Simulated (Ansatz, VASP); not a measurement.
## Two plane-wave programs on YB

```
Y B
1.0
     0.00000    2.66461    2.66461
     2.66461    0.00000    2.66461
     2.66461    2.66461    0.00000
Y B
1 1
Direct
  0.50000 0.50000 0.50000
  0.00000 0.00000 0.00000
```

Alike in both runs: task single point; functional PBEsol; k mesh 10 × 10 × 10; occupations gaussian, width 0.05 eV; no spin polarisation.

|  | VASP | Ansatz |
| --- | --- | --- |
| version | VASP 6.6.1 | Ansatz 0.2.0 |
| potentials or method | VASP PAW PBE potentials, release 64 (Y_sv, B), cutoff 520 eV | scalar-relativistic, plane waves, PAW |
| valence electrons in the cell | 14 | 14 |

```csv
,VASP,Ansatz,Ansatz less VASP
gap on the k mesh at the Fermi level (eV),none,none,-
pressure (GPa),-1.8,-1.8,+0.06
```

VASP's potentials were made for PBE, not for PBEsol. A gap of «none» marks a metal or a gap that the smearing closes. The functional is the same, so the differences come from potentials, cutoffs and numerics.
